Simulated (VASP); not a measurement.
# MnO (Fm-3m) in VASP: single point with PBE

Aim: the single point of MnO with PBE.

Everything below comes from runs of VASP 6.6.1. Logs are shortened: lines on timing, memory, paths and dates and some standing lists are left out, and cuts for length are marked.

### 1 The cell of the first run

The structure is cubic, space group Fm-3m (No. 225). Conventional cell: a = 4.455 Å, b = 4.455 Å, c = 4.455 Å, α = 90.00°, β = 90.00°, γ = 90.00°. Mn (site symmetry m-3m) has 6 O at 2.23 Å within 2.9 Å. O (site symmetry m-3m) has 6 Mn at 2.23 Å within 2.9 Å.

### 2 Single point, PBE

File INCAR:

```
SYSTEM = MnO
PREC     = Accurate       ! precision mode
ENCUT    = 600            ! plane-wave cutoff, eV
EDIFF    = 1E-6           ! SCF threshold, eV
ISMEAR   = 0              ! smearing method
SIGMA    = 0.204          ! smearing width, eV
LREAL    = .False.        ! projectors in reciprocal space
LASPH    = .True.         ! aspherical terms in the spheres
NELM     = 120            ! most SCF steps
ALGO     = Normal         ! electronic algorithm
ISIF     = 2              ! what is computed and relaxed
LWAVE    = .False.        ! write WAVECAR
LCHARG   = .False.        ! write CHGCAR
GGA      = PE             ! functional
NBANDS   = 16             ! bands
GGA_COMPAT= .False.
```

File KPOINTS:

```
regular mesh
0
Gamma
  13 13 13
  0 0 0
```

File POSCAR:

```
MnO
1.0
    0.0000000000      2.2273220000      2.2273220000
    2.2273220000      0.0000000000      2.2273220000
    2.2273220000      2.2273220000      0.0000000000
Mn O
1 1
Direct
    0.0000000000      0.0000000000      0.0000000000
    0.5000000000      0.5000000000      0.5000000000
```

Potentials or basis: VASP PAW PBE potentials, release 64 (Mn_pv, O).

On the command line:

```
> cat potpaw_PBE.64/Mn_pv/POTCAR potpaw_PBE.64/O/POTCAR > POTCAR
> mpirun -np 1 vasp_std > vasp.out
```

OUTCAR:

```text
SYSTEM = MnO
   PREC = Accurate
   ENCUT = 600
   EDIFF = 1E-6
   ISMEAR = 0
   LREAL = .False.
   LASPH = .True.
   NELM = 120
   ISIF = 2
   GGA = PE

 ion  position               nearest neighbor table
   1  0.000  0.000  0.000-   2 2.23   2 2.23   2 2.23   2 2.23   2 2.23   2 2.23
   2  0.500  0.500  0.500-   1 2.23   1 2.23   1 2.23   1 2.23   1 2.23   1 2.23

  LATTYP: Found a face centered cubic cell.
 ALAT       =     4.4546440000

  Lattice vectors:

 A1 = (   0.0000000000,   2.2273220000,   2.2273220000)
 A2 = (   2.2273220000,   0.0000000000,   2.2273220000)
 A3 = (   2.2273220000,   2.2273220000,   0.0000000000)

Analysis of symmetry for initial positions (statically):
=====================================================================
 Subroutine PRICEL returns:
 Original cell was already a primitive cell.

 Routine SETGRP: Setting up the symmetry group for a
 face centered cubic supercell.

 Subroutine GETGRP returns: Found 48 space group operations
 (whereof 48 operations were pure point group operations)
 out of a pool of 48 trial point group operations.

The static configuration has the point symmetry O_h .

Analysis of symmetry for dynamics (positions and initial velocities):
=====================================================================
 Subroutine PRICEL returns:
 Original cell was already a primitive cell.

 Routine SETGRP: Setting up the symmetry group for a
 face centered cubic supercell.

 Subroutine GETGRP returns: Found 48 space group operations
 (whereof 48 operations were pure point group operations)
 out of a pool of 48 trial point group operations.

The dynamic configuration has the point symmetry O_h .

 Subroutine INISYM returns: Found 48 space group operations
 (whereof 48 operations are pure point group operations),
 and found     1 'primitive' translations

----------------------------------------------------------------------------------------

                                     Primitive cell

  volume of cell :      22.0993

  direct lattice vectors                    reciprocal lattice vectors
     0.000000000  2.227322000  2.227322000    -0.224484830  0.224484830  0.224484830
     2.227322000  0.000000000  2.227322000     0.224484830 -0.224484830  0.224484830
     2.227322000  2.227322000  0.000000000     0.224484830  0.224484830 -0.224484830

  length of vectors
     3.149908980  3.149908980  3.149908980     0.388819131  0.388819131  0.388819131

  position of ions in fractional coordinates (direct lattice)
[... 75 lines left out ...]
   LSORBIT =      F    spin-orbit coupling
   LASPH  =      T    aspherical Exc in radial PAW
   ENCUT  =  600.0 eV  44.10 Ry    6.64 a.u.   6.29  6.29  6.29*2*pi/ulx,y,z
   NELM   =    120;   NELMIN=  2; NELMDL= -5     # of ELM steps
   EDIFF  = 0.1E-05   stopping-criterion for ELM
   LREAL  =      F    real-space projection
   EDIFFG = 0.1E-04   stopping-criterion for IOM
   NSW    =      0    number of steps for IOM
   IBRION =     -1    ionic relax: 0-MD 1-quasi-New 2-CG
   NFREE  =      0    steps in history (QN), initial steepest desc. (CG)
   ISIF   =      2    stress and relaxation
   ISYM   =      2    0-nonsym 1-usesym 2-fastsym
   POTIM  = 0.5000    time-step for ionic-motion
   TEBEG  =    0.0;   TEEND  =   0.0 temperature during run
   PSTRESS=    0.0 pullay stress
   NELECT =      19.0000    total number of electrons
   NUPDOWN=      -1.0000    fix difference up-down
   EMIN   =  10.00;   EMAX   =-10.00  energy-range for DOS
   EFERMI =   0.00;   METHOD = LEGACY
   ISMEAR =     0;   SIGMA  =   0.20  broadening in eV -4-tet -1-fermi 0-gaus
   EFERMI_NEDOS =   21; number of points for ismear=-14 and -15
   IALGO  =     38    algorithm
   IMIX   =      4    mixing-type and parameters
     AMIX     =   0.40;   BMIX     =  1.00
     AMIX_MAG =   1.60;   BMIX_MAG =  1.00
  volume/ion in A,a.u.               =      11.05        74.57
  Fermi-wavevector in a.u.,A,eV,Ry     =   1.556681  2.941701 32.970406  2.423256
  Thomas-Fermi vector in A             =   2.660442
   LORBIT       =      0    0 simple, 1 ext, 2 COOP (PROOUT), +10 PAW based schemes
   GGA     = PE    functional components
   LHFCALC =     F    Hartree Fock is set to
   AEXX    =    0.0000 exact exchange contribution
   IVDW    =     0    specifies the selected vdW correction
   LEPSILON=     F    determine dielectric tensor
   LRPA    =     F    only Hartree local field effects (RPA)
 non-spin polarized calculation
 Gauss-broadening in eV      SIGMA  =   0.20
  energy-cutoff  :      600.00
  volume of cell :       22.10
 maximum number of plane-waves:       751
 NGX is ok and might be reduce to    28
   NGX = 13   NGY = 13   NGZ = 13

 number of electron      18.9999993 magnetization

 Free energy of the ion-electron system (eV)
  ---------------------------------------------------
  ext. energy  EPLUGINS =         0.00000000
  ---------------------------------------------------
  free energy    TOTEN  =       -14.29154576 eV

  energy without entropy =      -14.12961878  energy(sigma->0) =      -14.21058227

 E-fermi :   6.9494     XC(G=0): -11.9758

 val. band max:        6.9461413744   @ k =   0.3077   0.1538   0.0769
 cond. band min:       6.9512531669   @ k =  -0.0769   0.0769   0.0000
 fundamental gap:      0.0051117925
 Fermi energy:         6.9493860785

 k-point     1 :       0.0000    0.0000    0.0000
  band No.  band energies     occupation
      1     -41.1452      2.00000
      2     -41.1452      2.00000
      3     -41.1452      2.00000
      4     -13.1737      2.00000
      5       3.2361      2.00000
      6       3.2361      2.00000
[... 433 lines left out ...]
      3     -41.1574      2.00000
      4     -12.3328      2.00000
      5      -0.2003      2.00000
      6       1.4661      2.00000
[... 8 lines left out ...]
     15      18.6429      0.00000
     16      20.4264      0.00000

 [... further k-points ...]
[... 5 lines left out ...]
  --------------------------------------------------------------------------------------
  -------------------------------------------------------------------------------------
  Total       -4.6072262     -4.6072262     -4.6072262      0.0000000      0.0000000      0.0000000
  in kB     -334.0189427   -334.0189427   -334.0189427      0.0000000      0.0000000      0.0000000
  external PRESSURE =    -334.0189427 kB  Pullay stress =       0.0000000 kB

 VOLUME and BASIS-vectors are now :
 -----------------------------------------------------------------------------
  energy-cutoff  :      600.00
  volume of cell :       22.10
      direct lattice vectors                 reciprocal lattice vectors
     0.000000000  2.227322000  2.227322000    -0.224484830  0.224484830  0.224484830
     2.227322000  0.000000000  2.227322000     0.224484830 -0.224484830  0.224484830
     2.227322000  2.227322000  0.000000000     0.224484830  0.224484830 -0.224484830

 POSITION                                       TOTAL-FORCE (eV/Angst)
 -----------------------------------------------------------------------------------
      0.00000      0.00000      0.00000         0.000000      0.000000      0.000000
      2.22732      2.22732      2.22732        -0.000000     -0.000000     -0.000000
 -----------------------------------------------------------------------------------
    total drift:                                0.000000      0.000000      0.000000

  FREE ENERGIE OF THE ION-ELECTRON SYSTEM (eV)
  ---------------------------------------------------
  free  energy   TOTEN  =       -14.2915457597 eV

  energy  without entropy=      -14.1296187805  energy(sigma->0) =      -14.21058227
```

OSZICAR:

```text
N       E                     dE             d eps       ncg     rms          rms(c)
DAV:   1     0.165726890006E+03    0.16573E+03   -0.12054E+04  2720   0.154E+03
DAV:   2    -0.973539618260E+01   -0.17546E+03   -0.16746E+03  3072   0.388E+02
DAV:   3    -0.171710773717E+02   -0.74357E+01   -0.73624E+01  2816   0.862E+01
DAV:   4    -0.172331438155E+02   -0.62066E-01   -0.62057E-01  3120   0.829E+00
DAV:   5    -0.172339933178E+02   -0.84950E-03   -0.84950E-03  2928   0.956E-01    0.141E+01
DAV:   6    -0.175550614574E+02   -0.32107E+00   -0.28409E+01  3096   0.597E+01    0.213E+01
DAV:   7    -0.144128832544E+02    0.31422E+01   -0.24651E+01  2896   0.487E+01    0.480E+00
DAV:   8    -0.142868751821E+02    0.12601E+00   -0.78050E-01  2720   0.860E+00    0.185E+00
DAV:   9    -0.143018979025E+02   -0.15023E-01   -0.10283E-01  2856   0.275E+00    0.932E-01
DAV:  10    -0.142938955281E+02    0.80024E-02   -0.95535E-03  2832   0.122E+00    0.496E-01
DAV:  11    -0.142918349747E+02    0.20606E-02   -0.70358E-03  3464   0.804E-01    0.156E-01
DAV:  12    -0.142920321548E+02   -0.19718E-03   -0.15050E-03  2976   0.491E-01    0.201E-01
DAV:  13    -0.142915466199E+02    0.48553E-03   -0.66613E-04  3744   0.318E-01    0.243E-02
DAV:  14    -0.142915459443E+02    0.67553E-06   -0.79688E-05  2704   0.840E-02    0.624E-03
DAV:  15    -0.142915457597E+02    0.18465E-06   -0.37938E-06  2784   0.196E-02
   1 F= -.14291546E+02 E0= -.14210582E+02  d E =-.161927E+00
```

Wall time 78 s (1 thread of Intel Xeon 8259CL, shared host); peak memory 0.18 GiB.

What came out:

- Free energy: -14.2915 eV
- Pressure: -33.4 GPa

Caveat: an odd number of electrons without spin polarisation forces a metal; a magnetic or distorted state may lie lower; the run has no spin polarisation, though such a crystal can be magnetic; semilocal functionals often make such compounds metallic where correlation or magnetic order opens a gap, which also shifts bond lengths. Spin polarisation is off, so any magnetic state and its effect on volume and gap are missing.
